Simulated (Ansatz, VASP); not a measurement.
One calculation of ReP2, two programs

```xyz
3
Lattice="4.0095 0.0000 0.0000 0.0000 4.0095 0.0000 0.0000 0.0000 2.9843" Properties=species:S:1:pos:R:3 pbc="T T T"
Re    0.0000    0.0000    1.4611
P     0.0000    2.0048    2.9491
P     2.0048    0.0000    2.9491
```

Alike in both runs: functional PBE; k mesh 6 × 6 × 4; occupations gaussian, width 0.1 eV; no spin polarisation.

Ansatz relaxed the structure, and its values are those at the end. VASP's run is a single point on that final structure, the one shown.

|  | VASP | Ansatz |
| --- | --- | --- |
| version | VASP 6.6.1 | Ansatz 0.2.0 |
| potentials or method | VASP PAW PBE potentials, release 64 (Re, P), cutoff 520 eV | scalar-relativistic, plane waves, PAW |
| valence electrons in the cell | 17 | 25 |

VASP gave:

- gap on the k mesh at the Fermi level (eV): none
- pressure (GPa): 0.8

Task: Estimate Ansatz's values.

Result: gap on the k mesh at the Fermi level (eV): none; pressure (GPa): 0.1.

A gap of «none» marks a metal or a gap that the smearing closes. The functional is the same, so the differences come from potentials, cutoffs and numerics. VASP's potentials hold 17 valence electrons a cell and Ansatz's 25, so a difference there can come from the potentials and not from the codes.

The k mesh is coarse, so the values compare programs but aren't converged. Spin-orbit coupling is off throughout.
